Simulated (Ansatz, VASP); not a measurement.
Sn4SeS3: VASP beside Ansatz

```xyz
8
Lattice="4.3212 0.0000 0.0380 0.0000 4.1297 0.0000 -0.5623 0.0000 11.7336" Properties=species:S:1:pos:R:3 pbc="T T T"
Sn    4.2522    2.0648    0.0739
Sn    0.9354    0.0000    8.8694
Sn    1.2686    2.0648    5.8050
Sn    3.2339    0.0000    2.8799
Se    3.5869    0.0000    5.6290
S     1.4779    2.0648    3.1834
S     1.1538    0.0000   11.4912
S     3.4481    2.0648    9.1927
```

Alike in both runs: functional PBE; k mesh 8 × 10 × 4; no spin polarisation.

Ansatz relaxed the structure, and its values are those at the end. VASP's run is a single point on that final structure, the one shown.

|  | VASP | Ansatz |
| --- | --- | --- |
| version | VASP 6.6.1 | Ansatz 0.2.0 |
| potentials or method | VASP PAW PBE potentials, release 64 (Sn_d, Se, S), cutoff 520 eV | scalar-relativistic, plane waves, PAW |
| occupations | gaussian, width 0.01 eV | fixed |
| valence electrons in the cell | 80 | 90 |

|  | VASP | Ansatz | Ansatz less VASP |
| --- | --- | --- | --- |
| gap on the k mesh at the Fermi level (eV) | 0.61 | 0.62 | +0.010 |
| least direct gap on the mesh (eV) | 0.94 | 0.94 | +0.007 |
| pressure (GPa) | 0.0 | 0.0 | +0.03 |
| rms of the force components (eV/Å) | 0.004 | 0.000 | -0.0035 |

VASP's potentials hold 80 valence electrons a cell and Ansatz's 90, so a difference there can come from the potentials and not from the codes.
